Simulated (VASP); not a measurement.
# FePdC6N6 (Fm-3m) in VASP: single point with PBE

Aim: the single point of FePdC6N6 with PBE.

Program: VASP 6.6.1. These are calculated values, not measurements. Logs are shortened: lines on timing, memory, paths and dates and some standing lists are left out, and cuts for length are marked.

**1. The cell of the first run**

It takes space group Fm-3m (No. 225, cubic). Conventional cell: a = 10.276 Å, b = 10.276 Å, c = 10.276 Å, α = 90.00°, β = 90.00°, γ = 90.00°. Fe (site symmetry m-3m) has 6 C at 1.94 Å within 2.6 Å. Pd (site symmetry m-3m) has 6 N at 2.03 Å within 2.7 Å. Within 1.6 Å of C (site symmetry 4mm) lie 1 N at 1.17 Å. Within 1.6 Å of N (site symmetry 4mm) lie 1 C at 1.17 Å.

**2. Single point, PBE, collinear spin, ferromagnetic start**

Input file INCAR:

```
SYSTEM = FePdC6N6
ALGO = Normal ; EDIFF = 1E-7
ENCUT = 520 ; GGA = PE
ISIF = 2 ; ISMEAR = 0
ISPIN = 2 ; LASPH = .TRUE.
LCHARG = .FALSE. ; LMAXMIX = 4
LORBIT = 11 ; LREAL = .FALSE.
LWAVE = .FALSE. ; MAGMOM = 4 0 0 0 0 0 0 0 0 0 0 0 0 0
NBANDS = 53 ; NELM = 150
PREC = Accurate ; SIGMA = 0.1
```

Input file KPOINTS:

```
k-points
0
G
  4 4 4
  0 0 0
```

Input file POSCAR:

```
FePdC6N6
1.0
    0.0000000000      5.1380000000      5.1380000000
    5.1380000000      0.0000000000      5.1380000000
    5.1380000000      5.1380000000      0.0000000000
Fe Pd C N
1 1 6 6
Direct
    0.0000000000      0.0000000000      0.0000000000
    0.5000000000      0.5000000000      0.5000000000
    0.8114052200      0.1885947800      0.1885947800
    0.1885947800      0.8114052200      0.1885947800
    0.1885947800      0.1885947800      0.8114052200
    0.1885947800      0.8114052200      0.8114052200
    0.8114052200      0.1885947800      0.8114052200
    0.8114052200      0.8114052200      0.1885947800
    0.6975476800      0.3024523200      0.3024523200
    0.3024523200      0.6975476800      0.3024523200
    0.3024523200      0.3024523200      0.6975476800
    0.3024523200      0.6975476800      0.6975476800
    0.6975476800      0.3024523200      0.6975476800
    0.6975476800      0.6975476800      0.3024523200
```

Potentials or basis: VASP PAW PBE potentials, release 64 (Fe, Pd, C, N).

Started as:

```
$ cat potpaw_PBE.64/Fe/POTCAR potpaw_PBE.64/Pd/POTCAR potpaw_PBE.64/C/POTCAR potpaw_PBE.64/N/POTCAR > POTCAR
$ mpirun -np 1 vasp_std > vasp.out
```

OUTCAR:

```text
SYSTEM = FePdC6N6
   EDIFF = 1E-7
   ENCUT = 520
   GGA = PE
   ISIF = 2
   ISMEAR = 0
   ISPIN = 2
   LASPH = .TRUE.
   LORBIT = 11
   LREAL = .FALSE.
   NELM = 150
   PREC = Accurate

 ion  position               nearest neighbor table
   1  0.000  0.000  0.000-   3 1.94   4 1.94   5 1.94   6 1.94   7 1.94   8 1.94
   2  0.500  0.500  0.500-   9 2.03  10 2.03  11 2.03  12 2.03  13 2.03  14 2.03
   3  0.811  0.189  0.189-   9 1.17   1 1.94
   4  0.189  0.811  0.189-  10 1.17   1 1.94
   5  0.189  0.189  0.811-  11 1.17   1 1.94
   6  0.189  0.811  0.811-  12 1.17   1 1.94
   7  0.811  0.189  0.811-  13 1.17   1 1.94
   8  0.811  0.811  0.189-  14 1.17   1 1.94
   9  0.698  0.302  0.302-   3 1.17   2 2.03
  10  0.302  0.698  0.302-   4 1.17   2 2.03
  11  0.302  0.302  0.698-   5 1.17   2 2.03
  12  0.302  0.698  0.698-   6 1.17   2 2.03
  13  0.698  0.302  0.698-   7 1.17   2 2.03
  14  0.698  0.698  0.302-   8 1.17   2 2.03

  LATTYP: Found a face centered cubic cell.
 ALAT       =    10.2760000000

  Lattice vectors:

 A1 = (   0.0000000000,   5.1380000000,   5.1380000000)
 A2 = (   5.1380000000,   0.0000000000,   5.1380000000)
 A3 = (   5.1380000000,   5.1380000000,   0.0000000000)

Analysis of symmetry for initial positions (statically):
=====================================================================
 Subroutine PRICEL returns:
 Original cell was already a primitive cell.

 Routine SETGRP: Setting up the symmetry group for a
 face centered cubic supercell.

 Subroutine GETGRP returns: Found 48 space group operations
 (whereof 48 operations were pure point group operations)
 out of a pool of 48 trial point group operations.

The static configuration has the point symmetry O_h .

Analysis of symmetry for dynamics (positions and initial velocities):
=====================================================================
 Subroutine PRICEL returns:
 Original cell was already a primitive cell.

 Routine SETGRP: Setting up the symmetry group for a
 face centered cubic supercell.

 Subroutine GETGRP returns: Found 48 space group operations
 (whereof 48 operations were pure point group operations)
 out of a pool of 48 trial point group operations.

[... 180 lines left out ...]
      1     -19.0805      1.00000
      2     -18.7854      1.00000
      3     -18.7854      1.00000
      4     -18.7854      1.00000
      5     -18.7585      1.00000
      6     -18.7585      1.00000
[... 397 lines left out ...]
     47       3.8581      0.00000
     48       4.0841      0.00000
 Fermi energy:        -1.3624171991

 spin component 2

 k-point     1 :       0.0000    0.0000    0.0000
  band No.  band energies     occupation
      1     -19.0803      1.00000
      2     -18.7852      1.00000
      3     -18.7851      1.00000
      4     -18.7851      1.00000
      5     -18.7582      1.00000
      6     -18.7582      1.00000
[... 397 lines left out ...]
     47       3.8601      0.00000
     48       4.0839      0.00000
 [bands above 48 left out]

------------------------ aborting loop because EDIFF is reached ----------------------------------------

  FORCE on cell =-STRESS in cart. coord.  units (eV):
  Direction    XX          YY          ZZ          XY          YZ          ZX
  --------------------------------------------------------------------------------------
  -------------------------------------------------------------------------------------
  Total       -6.3844187     -6.3844187     -6.3844187      0.0000000      0.0000000      0.0000000
  in kB      -37.7067974    -37.7067974    -37.7067974      0.0000000      0.0000000      0.0000000
  external PRESSURE =     -37.7067974 kB  Pullay stress =       0.0000000 kB

 VOLUME and BASIS-vectors are now :
 -----------------------------------------------------------------------------
  energy-cutoff  :      520.00
  volume of cell :      271.28
      direct lattice vectors                 reciprocal lattice vectors
     0.000000000  5.138000000  5.138000000    -0.097314130  0.097314130  0.097314130
     5.138000000  0.000000000  5.138000000     0.097314130 -0.097314130  0.097314130
     5.138000000  5.138000000  0.000000000     0.097314130  0.097314130 -0.097314130

 POSITION                                       TOTAL-FORCE (eV/Angst)
 -----------------------------------------------------------------------------------
      0.00000      0.00000      0.00000         0.000000      0.000000      0.000000
      5.13800      5.13800      5.13800         0.000000      0.000000      0.000000
      1.93800      5.13800      5.13800        -0.932086      0.000000      0.000000
      5.13800      1.93800      5.13800         0.000000     -0.932086      0.000000
      5.13800      5.13800      1.93800         0.000000      0.000000     -0.932086
      8.33800      5.13800      5.13800         0.932086      0.000000      0.000000
      5.13800      8.33800      5.13800         0.000000      0.932086      0.000000
      5.13800      5.13800      8.33800         0.000000      0.000000      0.932086
      3.10800      5.13800      5.13800         1.009375      0.000000      0.000000
      5.13800      3.10800      5.13800         0.000000      1.009375      0.000000
      5.13800      5.13800      3.10800         0.000000      0.000000      1.009375
      7.16800      5.13800      5.13800        -1.009375      0.000000      0.000000
      5.13800      7.16800      5.13800         0.000000     -1.009375      0.000000
      5.13800      5.13800      7.16800         0.000000      0.000000     -1.009375
 -----------------------------------------------------------------------------------
    total drift:                                0.000000      0.000000      0.000000

  FREE ENERGIE OF THE ION-ELECTRON SYSTEM (eV)
  ---------------------------------------------------
  free  energy   TOTEN  =      -111.6070457641 eV

  energy  without entropy=     -111.5873080519  energy(sigma->0) =     -111.59717691

 total charge

# of ion       s       p       d       tot
------------------------------------------
    1        0.488   0.891   6.469   7.848
    2        0.513   0.925   8.044   9.483
    3        0.955   1.584   0.000   2.539
    4        0.955   1.584   0.000   2.539
    5        0.955   1.584   0.000   2.539
    6        0.955   1.584   0.000   2.539
    7        0.955   1.584   0.000   2.539
    8        0.955   1.584   0.000   2.539
    9        1.274   2.618   0.000   3.892
   10        1.274   2.618   0.000   3.892
   11        1.274   2.618   0.000   3.892
   12        1.274   2.618   0.000   3.892
   13        1.274   2.618   0.000   3.892
   14        1.274   2.618   0.000   3.892
--------------------------------------------------
tot         14.378  27.026  14.514  55.917

 magnetization (x)

# of ion       s       p       d       tot
------------------------------------------
    1        0.000   0.000   0.008   0.009
    2       -0.000  -0.000   0.000   0.000
    3       -0.000  -0.000   0.000  -0.000
    4       -0.000  -0.000   0.000  -0.000
    5       -0.000  -0.000   0.000  -0.000
    6       -0.000  -0.000   0.000  -0.000
    7       -0.000  -0.000   0.000  -0.000
    8       -0.000  -0.000   0.000  -0.000
    9        0.000   0.000   0.000   0.000
   10        0.000   0.000   0.000   0.000
   11        0.000   0.000   0.000   0.000
   12        0.000   0.000   0.000   0.000
   13        0.000   0.000   0.000   0.000
   14        0.000   0.000   0.000   0.000
--------------------------------------------------
tot         -0.000   0.000   0.009   0.009
```

OSZICAR:

```text
N       E                     dE             d eps       ncg     rms          rms(c)
DAV:   1     0.539227274949E+03    0.53923E+03   -0.32205E+04  1696   0.120E+03
DAV:   2    -0.511467804896E+02   -0.59037E+03   -0.55061E+03  1956   0.293E+02
DAV:   3    -0.128165368288E+03   -0.77019E+02   -0.74510E+02  2072   0.117E+02
[... 20 lines left out ...]
DAV:  24    -0.111607041228E+03   -0.41253E-05   -0.35659E-06  2102   0.229E-02    0.784E-03
DAV:  25    -0.111607043738E+03   -0.25097E-05   -0.49309E-06  2212   0.216E-02    0.829E-03
DAV:  26    -0.111607045221E+03   -0.14837E-05   -0.37510E-06  2320   0.186E-02    0.117E-02
DAV:  27    -0.111607045719E+03   -0.49729E-06   -0.13321E-06  1991   0.785E-03    0.112E-02
DAV:  28    -0.111607045764E+03   -0.45321E-07   -0.19416E-07  1300   0.282E-03
   1 F= -.11160705E+03 E0= -.11159718E+03  d E =-.197377E-01  mag=     0.0002
```

Wall time 12 min (1 thread of Oxide Virtual Turin-like, shared host); peak memory 0.59 GiB.

Results:

```yaml
Free_energy: -111.6070 eV
Pressure: -3.8 GPa
Largest_force: 1.009 eV/Å
Band_gap_on_the_k_mesh: 0.13 eV, indirect (the least direct gap lies 0.4 meV higher)
Net_moment: 0.01 μB per cell
Valence_electrons_inside_the_program's_atomic_spheres: Fe 7.85; Pd 9.48; C 2.54; N 3.89
```

Forces in eV/Å, atoms in the order of the input:
```
Fe   0.000  0.000  0.000
Pd   0.000  0.000  0.000
C   -0.932  0.000  0.000
C    0.000 -0.932  0.000
C    0.000  0.000 -0.932
C    0.932  0.000  0.000
C    0.000  0.932  0.000
C    0.000  0.000  0.932
N    1.009  0.000  0.000
N    0.000  1.009  0.000
N    0.000  0.000  1.009
N   -1.009  0.000  0.000
N    0.000 -1.009  0.000
N    0.000  0.000 -1.009
```

Levels at points of the mesh, in eV from the valence-band top:
Spin up:
```
           k point  band 32  band 33  band 34  band 35  band 36  band 37  band 38  band 39  band 40  band 41
(0.00, 0.00, 0.00)    -2.58    -2.58    -0.12    -0.12    -0.12     0.13     0.13     4.10     4.10     4.78
(0.50, 0.00, 0.00)    -2.45    -2.29    -0.22    -0.16    -0.16     0.41     0.41     3.93     3.93     4.59
(0.50, 0.50, 0.00)    -2.41    -2.32    -0.12    -0.01    -0.01     0.13     0.24     3.87     4.13     4.73
```
Spin down:
```
           k point  band 32  band 33  band 34  band 35  band 36  band 37  band 38  band 39  band 40  band 41
(0.00, 0.00, 0.00)    -2.57    -2.57    -0.12    -0.12    -0.12     0.13     0.13     4.10     4.10     4.78
(0.50, 0.00, 0.00)    -2.45    -2.29    -0.21    -0.16    -0.16     0.42     0.42     3.94     3.94     4.59
(0.50, 0.50, 0.00)    -2.41    -2.32    -0.11     0.00     0.00     0.13     0.24     3.87     4.14     4.73
```

Caveat: the starting moments collapsed, and a magnetic state may lie lower; forces of over 1 eV/Å act on the atoms, so gaps and moduli don't describe the material at rest.
